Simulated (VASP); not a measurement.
# BeSb in VASP: single point with r2SCAN

Aim: the single point of BeSb with r2SCAN.

Program: VASP 6.6.1. These are calculated values, not measurements. Logs are shortened: lines on timing, memory, paths and dates and some standing lists are left out, and cuts for length are marked.

## Step 1: The cell of the first run

The typed cell holds 4 atoms: a = 3.981 Å, b = 3.981 Å, c = 5.591 Å, α = 90.00°, β = 90.00°, γ = 60.00°.

## Step 2: Single point, r2SCAN

File POSCAR:

```
BeSb
1.0
    1.9906720000      3.4479400000      0.0000000000
   -1.9906720000      3.4479400000      0.0000000000
    0.0000000000      0.0000000000      5.5912340000
Sb Be
2 2
Direct
    0.3333000000      0.3334000000      0.2500000000
    0.6666000000      0.6667000000      0.7500000000
    0.0000000000      0.0000000000      0.0000000000
    0.0000000000      0.0000000000      0.5000000000
```

File INCAR.step1:

```
PREC     = Accurate       # precision mode
ENCUT    = 520            # plane-wave cutoff, eV
ISMEAR   = -1             # smearing method
SIGMA    = 0.1            # smearing width, eV
LREAL    = F              # projectors in reciprocal space
LASPH    = T              # aspherical terms in the spheres
NELM     = 100            # most SCF steps
NBANDS   = 15             # bands
GGA      = PE             # functional
ALGO     = Normal         # electronic algorithm
EDIFF    = 1E-4           # SCF threshold, eV
LWAVE    = T              # write WAVECAR
LCHARG   = F              # write CHGCAR
```

File INCAR.step2:

```
PREC     = Accurate       # precision mode
ENCUT    = 520            # plane-wave cutoff, eV
EDIFF    = 1E-6           # SCF threshold, eV
ISMEAR   = -1             # smearing method
SIGMA    = 0.1            # smearing width, eV
LREAL    = F              # projectors in reciprocal space
LASPH    = T              # aspherical terms in the spheres
NELM     = 100            # most SCF steps
ALGO     = Normal         # electronic algorithm
ISIF     = 2              # what is computed and relaxed
LWAVE    = F              # write WAVECAR
LCHARG   = F              # write CHGCAR
METAGGA  = R2SCAN         # meta-GGA
LMIXTAU  = T            
NBANDS   = 15             # bands
ISTART   = 1
```

File KPOINTS:

```
Automatic mesh
0
Gamma
  10 10 6
```

Potentials or basis: VASP PAW PBE potentials, release 64 (Sb, Be).

The run is started by

```
$ cat potpaw_PBE.64/Sb/POTCAR potpaw_PBE.64/Be/POTCAR > POTCAR
$ cp INCAR.step1 INCAR
$ mpirun -np 1 vasp_std > vasp.out
$ cp INCAR.step2 INCAR
$ mpirun -np 1 vasp_std > vasp.out
```

OUTCAR:

```text
PREC = Accurate
   ENCUT = 520
   EDIFF = 1E-6
   ISMEAR = -1
   LREAL = F
   LASPH = T
   NELM = 100
   ISIF = 2
   METAGGA = R2SCAN
   ISTART = 1

 ion  position               nearest neighbor table
   1  0.333  0.333  0.250-   3 2.69   4 2.69   3 2.69   4 2.69   3 2.69   4 2.69   2 3.62   2 3.62
                             2 3.62   2 3.62   2 3.62   2 3.62
   2  0.667  0.667  0.750-   3 2.69   4 2.69   3 2.69   4 2.69   3 2.69   4 2.69   1 3.62   1 3.62
                             1 3.62   1 3.62   1 3.62   1 3.62
   3  0.000  0.000  0.000-   2 2.69   1 2.69   2 2.69   1 2.69   2 2.69   1 2.69
   4  0.000  0.000  0.500-   2 2.69   1 2.69   2 2.69   1 2.69   2 2.69   1 2.69

  LATTYP: Found a hexagonal cell.
 ALAT       =     3.9813396307
 C/A-ratio  =     1.4043599689

  Lattice vectors:

 A1 = (   1.9906720000,  -3.4479400000,   0.0000000000)
 A2 = (   1.9906720000,   3.4479400000,   0.0000000000)
 A3 = (   0.0000000000,   0.0000000000,   5.5912340000)

Analysis of symmetry for initial positions (statically):
=====================================================================
 Subroutine PRICEL returns:
 Original cell was already a primitive cell.

 Routine SETGRP: Setting up the symmetry group for a
 hexagonal supercell.

 Subroutine GETGRP returns: Found  4 space group operations
 (whereof  2 operations were pure point group operations)
 out of a pool of 24 trial point group operations.

The static configuration has the point symmetry C_2 .
 The point group associated with its full space group is C_2v.

Analysis of symmetry for dynamics (positions and initial velocities):
=====================================================================
 Subroutine PRICEL returns:
 Original cell was already a primitive cell.

 Routine SETGRP: Setting up the symmetry group for a
 hexagonal supercell.

 Subroutine GETGRP returns: Found  4 space group operations
 (whereof  2 operations were pure point group operations)
 out of a pool of 24 trial point group operations.

The dynamic configuration has the point symmetry C_2 .
 The point group associated with its full space group is C_2v.

 Subroutine INISYM returns: Found  4 space group operations
 (whereof  2 operations are pure point group operations),
 and found     1 'primitive' translations

----------------------------------------------------------------------------------------

                                     Primitive cell

  volume of cell :      76.7533

  direct lattice vectors                    reciprocal lattice vectors
[... 106 lines left out ...]
   ISMEAR =    -1;   SIGMA  =   0.10  broadening in eV -4-tet -1-fermi 0-gaus
   EFERMI_NEDOS =   21; number of points for ismear=-14 and -15
   IALGO  =     38    algorithm
   IMIX   =      4    mixing-type and parameters
     AMIX     =   0.40;   BMIX     =  1.00
     AMIX_MAG =   1.60;   BMIX_MAG =  1.00
  volume/ion in A,a.u.               =      19.19       129.49
  Fermi-wavevector in a.u.,A,eV,Ry     =   0.928436  1.754489 11.728124  0.861993
  Thomas-Fermi vector in A             =   2.054612
   LORBIT       =      0    0 simple, 1 ext, 2 COOP (PROOUT), +10 PAW based schemes
   METAGGA = R2SCAN    functional components
   LHFCALC =     F    Hartree Fock is set to
   AEXX    =    0.0000 exact exchange contribution
   IVDW    =     0    specifies the selected vdW correction
   LEPSILON=     F    determine dielectric tensor
   LRPA    =     F    only Hartree local field effects (RPA)
 non-spin polarized calculation
  energy-cutoff  :      520.00
  volume of cell :       76.75
 maximum number of plane-waves:      2103
 NGX is ok and might be reduce to    30
   NGX = 15   NGY = 15   NGZ = 21

 number of electron      14.0000000 magnetization

 Free energy of the ion-electron system (eV)
  ---------------------------------------------------
  ext. energy  EPLUGINS =         0.00000000
  ---------------------------------------------------
  free energy    TOTEN  =       -58.63590246 eV

  energy without entropy =      -58.58331123  energy(sigma->0) =      -58.60960685

 E-fermi :   7.0887     XC(G=0): -10.4705

 val. band max:        7.0847235969   @ k =  -0.1000   0.1000   0.1667
 cond. band min:       7.1101981965   @ k =   0.2000   0.1000   0.0000
 fundamental gap:      0.0254745996
 Fermi energy:         7.0886877700

 k-point     1 :       0.0000    0.0000    0.0000
  band No.  band energies     occupation
      1      -5.6405      2.00000
      2      -2.1272      2.00000
      3       0.9424      2.00000
      4       6.6564      1.97382
      5       6.6575      1.97354
      6       7.1817      0.56588
      7       7.1821      0.56422
      8       9.6824      0.00000
      9       9.9467      0.00000
     10      10.3004      0.00000
     11      11.1621      0.00000
     12      11.1625      0.00000
     13      12.7410      0.00000
     14      12.7422      0.00000
[... 401 lines left out ...]
      2      -1.6115      2.00000
      3       1.9596      2.00000
      4       2.3662      2.00000
      5       2.7453      2.00000
      6       5.8709      1.99999
      7       6.3207      1.99908
      8       6.8687      1.80057
      9       8.2458      0.00002
     10      11.4491      0.00000
     11      11.5917      0.00000
     12      12.4680      0.00000
     13      13.4352      0.00000
     14      15.0415      0.00000
     15      15.4240      0.00000

 [... further k-points ...]

------------------------ aborting loop because EDIFF is reached ----------------------------------------

  FORCE on cell =-STRESS in cart. coord.  units (eV):
  Direction    XX          YY          ZZ          XY          YZ          ZX
  --------------------------------------------------------------------------------------
  -------------------------------------------------------------------------------------
  Total       -0.4362145     -0.4366749     -3.7132939      0.0000000      0.0000000      0.0000000
  in kB       -9.1057051     -9.1153161    -77.5126946      0.0000000      0.0000000      0.0000000
  external PRESSURE =     -31.9112386 kB  Pullay stress =       0.0000000 kB

 VOLUME and BASIS-vectors are now :
 -----------------------------------------------------------------------------
  energy-cutoff  :      520.00
  volume of cell :       76.75
      direct lattice vectors                 reciprocal lattice vectors
     1.990672000  3.447940000  0.000000000     0.251171464  0.145014124  0.000000000
    -1.990672000  3.447940000  0.000000000    -0.251171464  0.145014124  0.000000000
     0.000000000  0.000000000  5.591234000     0.000000000  0.000000000  0.178851395

 POSITION                                       TOTAL-FORCE (eV/Angst)
 -----------------------------------------------------------------------------------
     -0.00020      2.29874      1.39781         0.000496     -0.000440      0.000000
     -0.00020      4.59714      4.19343         0.000496      0.000440      0.000000
      0.00000      0.00000      0.00000        -0.000496      0.000000      0.000000
      0.00000      0.00000      2.79562        -0.000496      0.000000      0.000000
 -----------------------------------------------------------------------------------
    total drift:                               -0.000000     -0.000000      0.000000

  FREE ENERGIE OF THE ION-ELECTRON SYSTEM (eV)
  ---------------------------------------------------
  free  energy   TOTEN  =       -58.6359024608 eV

  energy  without entropy=      -58.5833112348  energy(sigma->0) =      -58.60960685
```

Run time: 6.6 min. Hardware: 1 thread of Intel Xeon Platinum 8259CL at 2.50GHz (Skylake/Cascade Lake), shared host; peak memory 0.29 GiB.

What came out:

```
Free energy            : -58.6359 eV
Pressure               : -3.2 GPa
Band gap on the k mesh : zero (bands 7 and 8 overlap by 3.88 eV)
```

Caveat: the stress differs along the axes, from -8 to -1 GPa; the PAW data sets were made with another functional, which shifts forces and pressure a little; spin-orbit coupling is left out, which moves the levels of the heavy elements.

The gap in the log of VASP goes by the Fermi energy; the results here count the filled bands.